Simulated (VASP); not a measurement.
# Cu (Fm-3m) in VASP: further runs

Runs on Cu. Level: PBE. Tasks: single point.

Everything below comes from runs of VASP 6.6.1. Logs are shortened: lines on timing, memory, paths and dates and some standing lists are left out, and cuts for length are marked.

## (1) The cell of the first run

The structure is cubic, space group Fm-3m (No. 225). Conventional cell: a = 3.591 Å, b = 3.591 Å, c = 3.591 Å, α = 90.00°, β = 90.00°, γ = 90.00°. Within 3.4 Å of Cu (site symmetry m-3m) lie 12 Cu at 2.54 Å.

## (2) Single point, PBE

INCAR

```
PREC = Accurate
ENCUT = 600
EDIFF = 1E-6
ISMEAR = -1
SIGMA = 0.1
LREAL = False
LASPH = True
NELM = 120
ALGO = Normal
ISIF = 2
LWAVE = False
LCHARG = False
GGA = PE
NBANDS = 12
GGA_COMPAT = False
```

KPOINTS

```
Automatic mesh
0
Gamma
  13 13 13
```

POSCAR

```
Cu
1.0
    0.0000000000      1.7956400000      1.7956400000
    1.7956400000      0.0000000000      1.7956400000
    1.7956400000      1.7956400000      0.0000000000
Cu
1
Direct
    0.0000000000      0.0000000000      0.0000000000
```

Potentials or basis: VASP PAW PBE potentials, release 64 (Cu).

Run with:

```sh
$ cat potpaw_PBE.64/Cu/POTCAR > POTCAR
$ mpirun -np 1 vasp_std > vasp.out
```

OUTCAR:

```text
PREC = Accurate
   ENCUT = 600
   EDIFF = 1E-6
   ISMEAR = -1
   LREAL = False
   LASPH = True
   NELM = 120
   ISIF = 2
   GGA = PE

 ion  position               nearest neighbor table
   1  0.000  0.000  0.000-

  LATTYP: Found a face centered cubic cell.
 ALAT       =     3.5912800000

  Lattice vectors:

 A1 = (   0.0000000000,   1.7956400000,   1.7956400000)
 A2 = (   1.7956400000,   0.0000000000,   1.7956400000)
 A3 = (   1.7956400000,   1.7956400000,   0.0000000000)

Analysis of symmetry for initial positions (statically):
=====================================================================
 Subroutine PRICEL returns:
 Original cell was already a primitive cell.

 Routine SETGRP: Setting up the symmetry group for a
 face centered cubic supercell.

 Subroutine GETGRP returns: Found 48 space group operations
[... 9 lines left out ...]

 Routine SETGRP: Setting up the symmetry group for a
 face centered cubic supercell.

 Subroutine GETGRP returns: Found 48 space group operations
[... 11 lines left out ...]
                                     Primitive cell

  volume of cell :      11.5794

  direct lattice vectors                    reciprocal lattice vectors
     0.000000000  1.795640000  1.795640000    -0.278452251  0.278452251  0.278452251
     1.795640000  0.000000000  1.795640000     0.278452251 -0.278452251  0.278452251
     1.795640000  1.795640000  0.000000000     0.278452251  0.278452251 -0.278452251

  length of vectors
     2.539418441  2.539418441  2.539418441     0.482293446  0.482293446  0.482293446

  position of ions in fractional coordinates (direct lattice)
     0.000000000  0.000000000  0.000000000

  ion indices of the primitive-cell ions
   primitive index   ion index
                 1           1

----------------------------------------------------------------------------------------

 KPOINTS: Automatic mesh

Automatic generation of k-mesh.
 Grid dimensions read from file:
 generate k-points for:   13   13   13

 Generating k-lattice:

  Cartesian coordinates                     Fractional coordinates (reciprocal lattice)
    -0.021419404  0.021419404  0.021419404     0.076923077  0.000000000  0.000000000
     0.021419404 -0.021419404  0.021419404     0.000000000  0.076923077  0.000000000
     0.021419404  0.021419404 -0.021419404     0.000000000  0.000000000  0.076923077

  Length of vectors
     0.037099496  0.037099496  0.037099496

  Shift w.r.t. Gamma in fractional coordinates (k-lattice)
     0.000000000  0.000000000  0.000000000

 Subroutine IBZKPT returns following result:
 ===========================================

 Found     84 irreducible k-points:

 Following reciprocal coordinates:
            Coordinates               Weight
  0.000000  0.000000  0.000000      1.000000
  0.076923  0.000000  0.000000      8.000000
  0.153846  0.000000  0.000000      8.000000
  0.230769  0.000000  0.000000      8.000000
  0.307692  0.000000  0.000000      8.000000
  0.384615  0.000000  0.000000      8.000000
[... 16 lines left out ...]
  0.384615  0.153846  0.000000     24.000000
  0.461538  0.153846  0.000000     24.000000
 [... further k-points ...]
   k-points           NKPTS =     84   k-points in BZ     NKDIM =     84   number of bands    NBANDS=     12
   number of dos      NEDOS =    301   number of ions     NIONS =      1
   total plane-waves  NPLWV =   8000
   dimension x,y,z NGX =    20 NGY =   20 NGZ =   20
   dimension x,y,z NGXF=    40 NGYF=   40 NGZF=   40
   ions per type =               1
   NGX,Y,Z   is equivalent  to a cutoff of  13.09, 13.09, 13.09 a.u.
   NGXF,Y,Z  is equivalent  to a cutoff of  26.19, 26.19, 26.19 a.u.
 SYSTEM =  unknown system
   PREC   = accura    normal or accurate (medium, high low for compatibility)
   ISTART =      0    job   : 0-new  1-cont  2-samecut
   ICHARG =      2    charge: 1-file 2-atom 10-const
   ISPIN  =      1    spin polarized calculation?
   LNONCOLLINEAR =      F non collinear calculations
   LSORBIT =      F    spin-orbit coupling
   LASPH  =      T    aspherical Exc in radial PAW
   ENCUT  =  600.0 eV  44.10 Ry    6.64 a.u.   5.07  5.07  5.07*2*pi/ulx,y,z
   NELM   =    120;   NELMIN=  2; NELMDL= -5     # of ELM steps
   EDIFF  = 0.1E-05   stopping-criterion for ELM
   LREAL  =      F    real-space projection
   EDIFFG = 0.1E-04   stopping-criterion for IOM
   NSW    =      0    number of steps for IOM
   IBRION =     -1    ionic relax: 0-MD 1-quasi-New 2-CG
   NFREE  =      0    steps in history (QN), initial steepest desc. (CG)
   ISIF   =      2    stress and relaxation
   ISYM   =      2    0-nonsym 1-usesym 2-fastsym
   POTIM  = 0.5000    time-step for ionic-motion
   TEBEG  =    0.0;   TEEND  =   0.0 temperature during run
   PSTRESS=    0.0 pullay stress
   NELECT =      11.0000    total number of electrons
   NUPDOWN=      -1.0000    fix difference up-down
   EMIN   =  10.00;   EMAX   =-10.00  energy-range for DOS
   EFERMI =   0.00;   METHOD = LEGACY
   ISMEAR =    -1;   SIGMA  =   0.10  broadening in eV -4-tet -1-fermi 0-gaus
   EFERMI_NEDOS =   21; number of points for ismear=-14 and -15
   IALGO  =     38    algorithm
   IMIX   =      4    mixing-type and parameters
     AMIX     =   0.40;   BMIX     =  1.00
     AMIX_MAG =   1.60;   BMIX_MAG =  1.00
  volume/ion in A,a.u.               =      11.58        78.14
  Fermi-wavevector in a.u.,A,eV,Ry     =   1.609323  3.041179 35.237992  2.589919
  Thomas-Fermi vector in A             =   2.705051
   LORBIT       =      0    0 simple, 1 ext, 2 COOP (PROOUT), +10 PAW based schemes
   GGA     = PE    functional components
   LHFCALC =     F    Hartree Fock is set to
   AEXX    =    0.0000 exact exchange contribution
   IVDW    =     0    specifies the selected vdW correction
   LEPSILON=     F    determine dielectric tensor
   LRPA    =     F    only Hartree local field effects (RPA)
 non-spin polarized calculation
  energy-cutoff  :      600.00
  volume of cell :       11.58
 maximum number of plane-waves:       393
   NGX = 11   NGY = 11   NGZ = 11

 number of electron      11.0000008 magnetization

 Free energy of the ion-electron system (eV)
  ---------------------------------------------------
  ext. energy  EPLUGINS =         0.00000000
  ---------------------------------------------------
  free energy    TOTEN  =        -3.72668087 eV

  energy without entropy =       -3.71749379  energy(sigma->0) =       -3.72208733

 E-fermi :   7.9560     XC(G=0): -12.8416

 val. band max:        7.8249901057   @ k =   0.4615   0.2308   0.0000
 cond. band min:       8.0307780616   @ k =   0.4615   0.3077   0.0000
 fundamental gap:      0.2057879559
 Fermi energy:         7.9559694649

 k-point     1 :       0.0000    0.0000    0.0000
  band No.  band energies     occupation
      1      -1.6702      2.00000
      2       4.7386      2.00000
      3       4.7386      2.00000
      4       4.7386      2.00000
      5       5.5858      2.00000
      6       5.5858      2.00000
      7      30.5848      0.00000
      8      33.3832      0.00000
      9      33.3832      0.00000
     10      33.3832      0.00000
     11      35.8911      0.00000
     12      35.8911      0.00000

 k-point     2 :       0.0769    0.0000    0.0000
  band No.  band energies     occupation
      1      -1.4519      2.00000
      2       4.6921      2.00000
      3       4.7796      2.00000
      4       4.7796      2.00000
      5       5.5701      2.00000
      6       5.5701      2.00000
      7      29.2006      0.00000
      8      31.5982      0.00000
      9      32.7648      0.00000
     10      32.7648      0.00000
     11      36.8077      0.00000
     12      36.8077      0.00000

 k-point     3 :       0.1538    0.0000    0.0000
  band No.  band energies     occupation
      1      -0.8122      2.00000
      2       4.5786      2.00000
      3       4.8681      2.00000
      4       4.8681      2.00000
      5       5.5552      2.00000
      6       5.5552      2.00000
      7      25.3510      0.00000
      8      31.1208      0.00000
      9      31.8425      0.00000
     10      31.8425      0.00000
     11      37.7210      0.00000
     12      38.2129      0.00000

 k-point     4 :       0.2308    0.0000    0.0000
  band No.  band energies     occupation
      1       0.1886      2.00000
      2       4.4809      2.00000
      3       4.9058      2.00000
      4       4.9059      2.00000
      5       5.6309      2.00000
      6       5.6309      2.00000
      7      21.3964      0.00000
      8      30.6377      0.00000
      9      31.1038      0.00000
     10      31.1038      0.00000
     11      37.1164      0.00000
     12      37.1164      0.00000

 k-point     5 :       0.3077    0.0000    0.0000
  band No.  band energies     occupation
      1       1.3705      2.00000
      2       4.5880      2.00000
      3       4.8492      2.00000
      4       4.8492      2.00000
      5       5.8209      2.00000
      6       5.8209      2.00000
      7      17.7134      0.00000
      8      30.0051      0.00000
      9      30.6042      0.00000
     10      30.6042      0.00000
     11      35.3515      0.00000
     12      35.3515      0.00000
[... 228 lines left out ...]
      1       0.2040      2.00000
      2       4.2641      2.00000
      3       5.0238      2.00000
      4       5.1286      2.00000
      5       5.3577      2.00000
      6       5.7802      2.00000
      7      24.5645      0.00000
      8      27.1461      0.00000
      9      28.4878      0.00000
     10      30.3050      0.00000
     11      33.1151      0.00000
     12      40.5183      0.00000

 k-point    22 :       0.3077    0.1538    0.0000
  band No.  band energies     occupation
      1       1.2311      2.00000
      2       4.1563      2.00000
      3       4.8448      2.00000
      4       5.1557      2.00000
      5       5.7392      2.00000
      6       5.9248      2.00000
      7      20.7129      0.00000
      8      26.3856      0.00000
      9      27.6412      0.00000
     10      29.3726      0.00000
     11      34.8014      0.00000
     12      39.7531      0.00000

 k-point    23 :       0.3846    0.1538    0.0000
  band No.  band energies     occupation
      1       2.2867      2.00000
      2       4.2005      2.00000
      3       4.6854      2.00000
      4       5.0990      2.00000
      5       6.0930      2.00000
      6       6.3886      2.00000
      7      17.1406      0.00000
      8      26.0802      0.00000
      9      26.2832      0.00000
     10      28.6725      0.00000
     11      37.6610      0.00000
     12      39.0592      0.00000

 k-point    24 :       0.4615    0.1538    0.0000
  band No.  band energies     occupation
      1       2.9031      2.00000
      2       4.3683      2.00000
      3       4.7475      2.00000
      4       5.0214      2.00000
      5       6.1881      2.00000
      6       7.4943      1.98042
      7      14.0138      0.00000
      8      24.8934      0.00000
      9      26.2670      0.00000
     10      28.4854      0.00000
     11      38.3268      0.00000
     12      38.4032      0.00000

 [... further k-points ...]
[... 5 lines left out ...]
  --------------------------------------------------------------------------------------
  -------------------------------------------------------------------------------------
  Total        0.3897284      0.3897284      0.3897284      0.0000000      0.0000000     -0.0000000
  in kB       53.9243383     53.9243383     53.9243383      0.0000000      0.0000000     -0.0000000
  external PRESSURE =      53.9243383 kB  Pullay stress =       0.0000000 kB

 VOLUME and BASIS-vectors are now :
 -----------------------------------------------------------------------------
  energy-cutoff  :      600.00
  volume of cell :       11.58
      direct lattice vectors                 reciprocal lattice vectors
     0.000000000  1.795640000  1.795640000    -0.278452251  0.278452251  0.278452251
     1.795640000  0.000000000  1.795640000     0.278452251 -0.278452251  0.278452251
     1.795640000  1.795640000  0.000000000     0.278452251  0.278452251 -0.278452251

 POSITION                                       TOTAL-FORCE (eV/Angst)
 -----------------------------------------------------------------------------------
      0.00000      0.00000      0.00000         0.000000      0.000000      0.000000
 -----------------------------------------------------------------------------------
    total drift:                                0.000000      0.000000      0.000000

  FREE ENERGIE OF THE ION-ELECTRON SYSTEM (eV)
  ---------------------------------------------------
  free  energy   TOTEN  =        -3.7266808715 eV

  energy  without entropy=       -3.7174937860  energy(sigma->0) =       -3.72208733
```

Run time: 9.6 s. Hardware: 1 thread of Intel Xeon 6975P-C (Granite Rapids), shared host; peak memory 0.13 GiB.

Results:

```yaml
Free_energy: -3.7267 eV
Pressure: 5.4 GPa
```

## (3) Single point, PBE

INCAR

```
SYSTEM = Cu
ALGO = Normal
EDIFF = 1E-6
ENCUT = 600
GGA = PE
GGA_COMPAT = .False.
ISIF = 2
ISMEAR = -1
LASPH = .True.
LCHARG = .False.
LREAL = .False.
LWAVE = .False.
NBANDS = 12
NELM = 120
PREC = Accurate
SIGMA = 0.1
```

KPOINTS

```
k-points
0
Gamma
  13 13 13
  0 0 0
```

POSCAR is that of step 2.

Potentials or basis: VASP PAW PBE potentials, release 64 (Cu).

Run with:

```sh
$ cat potpaw_PBE.64/Cu/POTCAR > POTCAR
$ mpirun -np 1 vasp_std > vasp.out
```

OUTCAR:

```text
SYSTEM = Cu
   EDIFF = 1E-6
   ENCUT = 600
   GGA = PE
   ISIF = 2
   ISMEAR = -1
   LASPH = .True.
   LREAL = .False.
   NELM = 120
   PREC = Accurate

 ion  position               nearest neighbor table
   1  0.000  0.000  0.000-

  LATTYP: Found a face centered cubic cell.
 ALAT       =     3.5912800000

  Lattice vectors:

 A1 = (   0.0000000000,   1.7956400000,   1.7956400000)
 A2 = (   1.7956400000,   0.0000000000,   1.7956400000)
 A3 = (   1.7956400000,   1.7956400000,   0.0000000000)

Analysis of symmetry for initial positions (statically):
=====================================================================
 Subroutine PRICEL returns:
 Original cell was already a primitive cell.

 Routine SETGRP: Setting up the symmetry group for a
 face centered cubic supercell.

 Subroutine GETGRP returns: Found 48 space group operations
[... 9 lines left out ...]

 Routine SETGRP: Setting up the symmetry group for a
 face centered cubic supercell.

 Subroutine GETGRP returns: Found 48 space group operations
[... 11 lines left out ...]
                                     Primitive cell

  volume of cell :      11.5794

  direct lattice vectors                    reciprocal lattice vectors
     0.000000000  1.795640000  1.795640000    -0.278452251  0.278452251  0.278452251
     1.795640000  0.000000000  1.795640000     0.278452251 -0.278452251  0.278452251
     1.795640000  1.795640000  0.000000000     0.278452251  0.278452251 -0.278452251

  length of vectors
     2.539418441  2.539418441  2.539418441     0.482293446  0.482293446  0.482293446

  position of ions in fractional coordinates (direct lattice)
     0.000000000  0.000000000  0.000000000

  ion indices of the primitive-cell ions
   primitive index   ion index
                 1           1

----------------------------------------------------------------------------------------

 KPOINTS: k-points

[... 84 lines left out ...]
   IALGO  =     38    algorithm
   IMIX   =      4    mixing-type and parameters
     AMIX     =   0.40;   BMIX     =  1.00
     AMIX_MAG =   1.60;   BMIX_MAG =  1.00
  volume/ion in A,a.u.               =      11.58        78.14
  Fermi-wavevector in a.u.,A,eV,Ry     =   1.609323  3.041179 35.237992  2.589919
  Thomas-Fermi vector in A             =   2.705051
   LORBIT       =      0    0 simple, 1 ext, 2 COOP (PROOUT), +10 PAW based schemes
   GGA     = PE    functional components
   LHFCALC =     F    Hartree Fock is set to
   AEXX    =    0.0000 exact exchange contribution
   IVDW    =     0    specifies the selected vdW correction
   LEPSILON=     F    determine dielectric tensor
   LRPA    =     F    only Hartree local field effects (RPA)
 non-spin polarized calculation
  energy-cutoff  :      600.00
  volume of cell :       11.58
 maximum number of plane-waves:       393
   NGX = 11   NGY = 11   NGZ = 11

 number of electron      11.0000008 magnetization

 Free energy of the ion-electron system (eV)
  ---------------------------------------------------
  ext. energy  EPLUGINS =         0.00000000
  ---------------------------------------------------
  free energy    TOTEN  =        -3.72668087 eV

  energy without entropy =       -3.71749379  energy(sigma->0) =       -3.72208733

 E-fermi :   7.9560     XC(G=0): -12.8416

 val. band max:        7.8249901057   @ k =   0.4615   0.2308   0.0000
 cond. band min:       8.0307780616   @ k =   0.4615   0.3077   0.0000
 fundamental gap:      0.2057879559
 Fermi energy:         7.9559694649

 k-point     1 :       0.0000    0.0000    0.0000
  band No.  band energies     occupation
      1      -1.6702      2.00000
      2       4.7386      2.00000
      3       4.7386      2.00000
      4       4.7386      2.00000
      5       5.5858      2.00000
      6       5.5858      2.00000
      7      30.5848      0.00000
      8      33.3832      0.00000
      9      33.3832      0.00000
     10      33.3832      0.00000
     11      35.8911      0.00000
     12      35.8911      0.00000
[... 331 lines left out ...]
 k-point    24 :       0.4615    0.1538    0.0000
  band No.  band energies     occupation
      1       2.9031      2.00000
      2       4.3683      2.00000
      3       4.7475      2.00000
      4       5.0214      2.00000
      5       6.1881      2.00000
      6       7.4943      1.98042
      7      14.0138      0.00000
      8      24.8934      0.00000
      9      26.2670      0.00000
     10      28.4854      0.00000
     11      38.3268      0.00000
     12      38.4032      0.00000

 [... further k-points ...]
[... 5 lines left out ...]
  --------------------------------------------------------------------------------------
  -------------------------------------------------------------------------------------
  Total        0.3897284      0.3897284      0.3897284      0.0000000      0.0000000     -0.0000000
  in kB       53.9243383     53.9243383     53.9243383      0.0000000      0.0000000     -0.0000000
  external PRESSURE =      53.9243383 kB  Pullay stress =       0.0000000 kB

 VOLUME and BASIS-vectors are now :
 -----------------------------------------------------------------------------
  energy-cutoff  :      600.00
  volume of cell :       11.58
      direct lattice vectors                 reciprocal lattice vectors
     0.000000000  1.795640000  1.795640000    -0.278452251  0.278452251  0.278452251
     1.795640000  0.000000000  1.795640000     0.278452251 -0.278452251  0.278452251
     1.795640000  1.795640000  0.000000000     0.278452251  0.278452251 -0.278452251

 POSITION                                       TOTAL-FORCE (eV/Angst)
 -----------------------------------------------------------------------------------
      0.00000      0.00000      0.00000         0.000000      0.000000      0.000000
 -----------------------------------------------------------------------------------
    total drift:                                0.000000      0.000000      0.000000

  FREE ENERGIE OF THE ION-ELECTRON SYSTEM (eV)
  ---------------------------------------------------
  free  energy   TOTEN  =        -3.7266808715 eV

  energy  without entropy=       -3.7174937860  energy(sigma->0) =       -3.72208733
```

stdout:

```text
POSCAR found type information on POSCAR Cu
 POSCAR found :  1 types and       1 ions
 scaLAPACK will be used
 LDA part: xc-table for (Slater+PW92), standard interpolation
 POSCAR, INCAR and KPOINTS ok, starting setup
 FFT: planning ... GRIDC
 FFT: planning ... GRID_SOFT
 FFT: planning ... GRID
 WAVECAR not read
 entering main loop
```

It took 10 s on 1 thread of Intel Xeon 6975P-C (Granite Rapids), shared host; peak memory 0.13 GiB.

Results:

| Item | Value |
| --- | --- |
| Free energy | -3.7267 eV |
| Pressure | 5.4 GPa |

Levels at points of the mesh, in eV from the Fermi level:
```csv
k point,band 4,band 5,band 6,band 7,band 8,band 9
"(0.00, 0.00, 0.00)",-3.22,-2.37,-2.37,22.63,25.43,25.43
```
